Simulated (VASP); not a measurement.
# Tc (P6_3/mmc) in VASP: further runs, part 2 of 2

VASP 6.6.1. The steps go on from the part before.

### Step 6. Single point, PBEsol

This run uses another cell than the first one, of 12.98 Å³/atom.

File INCAR:

```
SYSTEM = Tc
  ALGO = Normal
  EDIFF = 1E-6
  ENCUT = 520
  GGA = PS
  ISIF = 2
  ISMEAR = -1
  LASPH = .True.
  LCHARG = .False.
  LREAL = .False.
  LWAVE = .False.
  NBANDS = 34
  NELM = 80
  PREC = Accurate
  SIGMA = 0.05
```

File KPOINTS:

```
k-points
0
Gamma
  11 11 3
  0 0 0
```

File POSCAR:

```
Tc
1.0
    2.6509360345      0.0000000000      0.0000000000
   -1.3254680172      2.2957779497      0.0000000000
    0.0000000000      0.0000000000      8.5286481638
Tc
4
Direct
    0.6666666667      0.3333333333      0.7500000000
    0.0000000000      0.0000000000      0.5000000000
    0.3333333333      0.6666666667      0.2500000000
    0.0000000000      0.0000000000      0.0000000000
```

Potentials or basis: VASP PAW PBE potentials, release 64 (Tc_pv).

Launch:

```console
> cat potpaw_PBE.64/Tc_pv/POTCAR > POTCAR
> mpirun -np 1 vasp_std > vasp.out
```

OUTCAR:

```text
SYSTEM = Tc
   EDIFF = 1E-6
   ENCUT = 520
   GGA = PS
   ISIF = 2
   ISMEAR = -1
   LASPH = .True.
   LREAL = .False.
   NELM = 80
   PREC = Accurate

 ion  position               nearest neighbor table
   1  0.667  0.333  0.750-   2 2.62   4 2.62   2 2.62   4 2.62   2 2.62   4 2.62
   2  0.000  0.000  0.500-   1 2.62   3 2.62   3 2.62   1 2.62   1 2.62   3 2.62
   3  0.333  0.667  0.250-   2 2.62   4 2.62   2 2.62   4 2.62   2 2.62   4 2.62
   4  0.000  0.000  0.000-   1 2.62   3 2.62   3 2.62   1 2.62   1 2.62   3 2.62

  LATTYP: Found a hexagonal cell.
 ALAT       =     2.6509360345
 C/A-ratio  =     3.2172214089

  Lattice vectors:

 A1 = (   2.6509360345,   0.0000000000,   0.0000000000)
 A2 = (  -1.3254680172,   2.2957779497,   0.0000000000)
 A3 = (   0.0000000000,   0.0000000000,   8.5286481638)

Analysis of symmetry for initial positions (statically):
=====================================================================
 Subroutine PRICEL returns:
 Original cell was already a primitive cell.

 Routine SETGRP: Setting up the symmetry group for a
 hexagonal supercell.

 Subroutine GETGRP returns: Found 24 space group operations
 (whereof 12 operations were pure point group operations)
 out of a pool of 24 trial point group operations.

The static configuration has the point symmetry D_3d.
 The point group associated with its full space group is D_6h.

Analysis of symmetry for dynamics (positions and initial velocities):
=====================================================================
 Subroutine PRICEL returns:
 Original cell was already a primitive cell.

 Routine SETGRP: Setting up the symmetry group for a
 hexagonal supercell.

 Subroutine GETGRP returns: Found 24 space group operations
 (whereof 12 operations were pure point group operations)
 out of a pool of 24 trial point group operations.

The dynamic configuration has the point symmetry D_3d.
 The point group associated with its full space group is D_6h.

 Subroutine INISYM returns: Found 24 space group operations
[... 121 lines left out ...]
     AMIX_MAG =   1.60;   BMIX_MAG =  1.00
  volume/ion in A,a.u.               =      12.98        87.57
  Fermi-wavevector in a.u.,A,eV,Ry     =   1.638097  3.095554 36.509335  2.683360
  Thomas-Fermi vector in A             =   2.729126
   LORBIT       =      0    0 simple, 1 ext, 2 COOP (PROOUT), +10 PAW based schemes
   GGA     = PS    functional components
   LHFCALC =     F    Hartree Fock is set to
   AEXX    =    0.0000 exact exchange contribution
   IVDW    =     0    specifies the selected vdW correction
   LEPSILON=     F    determine dielectric tensor
   LRPA    =     F    only Hartree local field effects (RPA)
 non-spin polarized calculation
  energy-cutoff  :      520.00
  volume of cell :       51.91
 maximum number of plane-waves:      1425
 NGX is ok and might be reduce to    20
   NGX =  9   NGY =  9   NGZ = 31

 number of electron      52.0000007 magnetization

 Free energy of the ion-electron system (eV)
  ---------------------------------------------------
  ext. energy  EPLUGINS =         0.00000000
  ---------------------------------------------------
  free energy    TOTEN  =       -44.72154755 eV

  energy without entropy =      -44.69395310  energy(sigma->0) =      -44.70775032

 E-fermi :  14.3292     XC(G=0): -14.5281

 val. band max:       14.2953415413   @ k =   0.3636   0.1818   0.3333
 cond. band min:      14.3361036821   @ k =   0.3636   0.0000   0.0000
 fundamental gap:      0.0407621408
 Fermi energy:        14.3292029990

 k-point     1 :       0.0000    0.0000    0.0000
  band No.  band energies     occupation
      1     -25.4627      2.00000
      2     -24.6425      2.00000
      3     -24.5378      2.00000
      4     -23.9238      2.00000
      5     -23.9238      2.00000
      6     -23.8121      2.00000
[... 877 lines left out ...]
     33      16.9547      0.00000
     34      17.6230      0.00000

 [... further k-points ...]

------------------------ aborting loop because EDIFF is reached ----------------------------------------

  FORCE on cell =-STRESS in cart. coord.  units (eV):
  Direction    XX          YY          ZZ          XY          YZ          ZX
  --------------------------------------------------------------------------------------
  -------------------------------------------------------------------------------------
  Total        9.4667715      9.4667715      9.4794625      0.0000000      0.0000000     -0.0000000
  in kB      292.2154319    292.2154319    292.6071737      0.0000000      0.0000000     -0.0000000
  external PRESSURE =     292.3460125 kB  Pullay stress =       0.0000000 kB

 VOLUME and BASIS-vectors are now :
 -----------------------------------------------------------------------------
  energy-cutoff  :      520.00
  volume of cell :       51.91
      direct lattice vectors                 reciprocal lattice vectors
     2.650936034  0.000000000  0.000000000     0.377225247  0.217791098  0.000000000
    -1.325468017  2.295777950  0.000000000     0.000000000  0.435582196  0.000000000
     0.000000000  0.000000000  8.528648164     0.000000000  0.000000000  0.117251876

 POSITION                                       TOTAL-FORCE (eV/Angst)
 -----------------------------------------------------------------------------------
      1.32547      0.76526      6.39649        -0.000000      0.000000     -0.000000
      0.00000      0.00000      4.26432        -0.000000      0.000000      0.000000
     -0.00000      1.53052      2.13216         0.000000      0.000000     -0.000000
      0.00000      0.00000      0.00000         0.000000      0.000000      0.000000
 -----------------------------------------------------------------------------------
    total drift:                                0.000000     -0.000000      0.000000

  FREE ENERGIE OF THE ION-ELECTRON SYSTEM (eV)
  ---------------------------------------------------
  free  energy   TOTEN  =       -44.7215475536 eV

  energy  without entropy=      -44.6939530963  energy(sigma->0) =      -44.70775032
```

OSZICAR:

```text
N       E                     dE             d eps       ncg     rms          rms(c)
DAV:   1     0.720271966518E+03    0.72027E+03   -0.31377E+04  2304   0.163E+03
DAV:   2    -0.204816912216E+02   -0.74075E+03   -0.72195E+03  2366   0.499E+02
DAV:   3    -0.474620055903E+02   -0.26980E+02   -0.26149E+02  2522   0.107E+02
DAV:   4    -0.478437112666E+02   -0.38171E+00   -0.37976E+00  2448   0.132E+01
DAV:   5    -0.478482462609E+02   -0.45350E-02   -0.45340E-02  2378   0.136E+00    0.420E+01
DAV:   6    -0.451662443409E+02    0.26820E+01   -0.54934E+00  2252   0.173E+01    0.149E+01
DAV:   7    -0.447504138602E+02    0.41583E+00   -0.14632E+00  2466   0.822E+00    0.155E+00
DAV:   8    -0.447424827511E+02    0.79311E-02   -0.10791E-01  2588   0.349E+00    0.129E+00
DAV:   9    -0.447212918603E+02    0.21191E-01   -0.48830E-02  2558   0.227E+00    0.112E-01
DAV:  10    -0.447215669513E+02   -0.27509E-03   -0.19613E-03  2334   0.346E-01    0.510E-02
DAV:  11    -0.447215490555E+02    0.17896E-04   -0.68092E-05  2406   0.761E-02    0.155E-02
DAV:  12    -0.447215514534E+02   -0.23979E-05   -0.10906E-05  2186   0.272E-02    0.835E-03
DAV:  13    -0.447215481186E+02    0.33348E-05   -0.68704E-07  1162   0.962E-03    0.200E-03
DAV:  14    -0.447215475536E+02    0.56498E-06   -0.17654E-07  1122   0.352E-03
   1 F= -.44721548E+02 E0= -.44707750E+02  d E =-.275945E-01
```

Run time: 78 s. Hardware: 1 thread of Oxide Virtual Turin-like, shared host; peak memory 0.15 GiB.

Results:

```
Free energy            : -44.7215 eV
Pressure               : 29.2 GPa
Band gap on the k mesh : zero (bands 26 and 27 overlap by 3.41 eV)
```

Caveat: the cell stands under pressure; the PAW data sets were made with another functional, which shifts forces and pressure a little.

### Step 7. Overview

| level | potentials or basis | cell | k mesh | gap on the mesh (eV) | pressure (GPa) |
| --- | --- | --- | --- | --- | --- |
| PBEsol | VASP PAW PBE potentials, release 64 (Tc_pv) | a = 2.739, b = 2.739, c = 8.857 Å, angles 90.0, 90.0, 120.0°, 4 atoms | 9 × 9 × 3 | none | -8.8 |
| PBEsol | VASP PAW PBE potentials, release 64 (Tc_pv) | a = 2.739, b = 2.739, c = 8.945 Å, angles 90.0, 90.0, 120.0°, 4 atoms | 9 × 9 × 3 | none | -11.5 |
| PBEsol | VASP PAW PBE potentials, release 64 (Tc_pv) | a = 2.739, b = 2.739, c = 9.120 Å, angles 90.0, 90.0, 120.0°, 4 atoms | 9 × 9 × 3 | none | -16.2 |
| LDA | VASP PAW LDA potentials, release 64 (Tc_pv) | a = 2.739, b = 2.739, c = 8.770 Å, angles 90.0, 90.0, 120.0°, 4 atoms | 11 × 11 × 3 | none | -10.6 |
| PBEsol | VASP PAW PBE potentials, release 64 (Tc_pv) | a = 2.651, b = 2.651, c = 8.529 Å, angles 90.0, 90.0, 120.0°, 4 atoms | 11 × 11 × 3 | none | 29.2 |

Alike in all rows: task single point; no spin polarisation; cutoff (eV) 520; smearing fermi-dirac 0.05 eV.

Caveats: the PAW data sets were made with another functional, which shifts forces and pressure a little (at least some runs); the stress differs along the axes, from -13 to -7 GPa (at least some runs); the stress differs along the axes, from -17 to -8 GPa (at least some runs); the stress differs along the axes, from -25 to -12 GPa (at least some runs); the cell stands under tension (at least some runs); the cell stands under pressure (at least some runs).

Absolute energies hang on the potentials; compare differences alone.

The gap in the log of VASP goes by the Fermi energy; the results here count the filled bands.